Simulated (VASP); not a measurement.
Runs of VASP 6.6.1 on PbO2. The structure is that of space group P4_2/mnm (No. 136), or close to it. The cells are those of the table. 

```tsv
task	level	potentials or basis	cell	cutoff (eV)	gap on the mesh (eV)	pressure (GPa)	largest force (eV/Å)
single point	r2SCAN+D4	VASP PAW PBE potentials, release 64 (Pb_d, O)	a = 5.014, b = 5.014, c = 3.407 Å, 6 atoms	520	0.10	(a)	0.01
single point	LDA	VASP PAW LDA potentials, release 64 (Pb_d, O)	a = 4.891, b = 4.891, c = 3.385 Å, 6 atoms	520	(b)	3.5	0.01
single point	r2SCAN+D4	VASP PAW PBE potentials, release 64 (Pb_d, O)	a = 5.060, b = 5.060, c = 3.411 Å, 6 atoms	520	0.10	-4.0	0.01
single point	LDA	VASP PAW LDA potentials, release 64 (Pb_d, O)	a = 4.982, b = 4.982, c = 3.396 Å, 6 atoms	520	0.10	-2.3	0.01
relaxation of shape and atoms at fixed volume	LDA	VASP PAW LDA potentials, release 64 (Pb_d, O)	relaxed from a = 5.014, b = 5.014, c = 3.418 Å, 6 atoms	600	0.05	-4.8	-
```

Alike in all rows: no spin polarisation; k mesh 6 × 6 × 8; smearing gaussian 0.05 eV.

Q: Estimate the missing entries.

A: (a) -1.7; (b) 0.11.

Caveats: spin-orbit coupling is left out, which moves the levels of the heavy elements; the PAW data sets were made with another functional, which shifts forces and pressure a little (at least some runs); the cell stands under pressure (at least some runs); the cell stands under tension (at least some runs).

A k mesh can miss the band edges, and the runs leave out spin-orbit coupling on Pb.
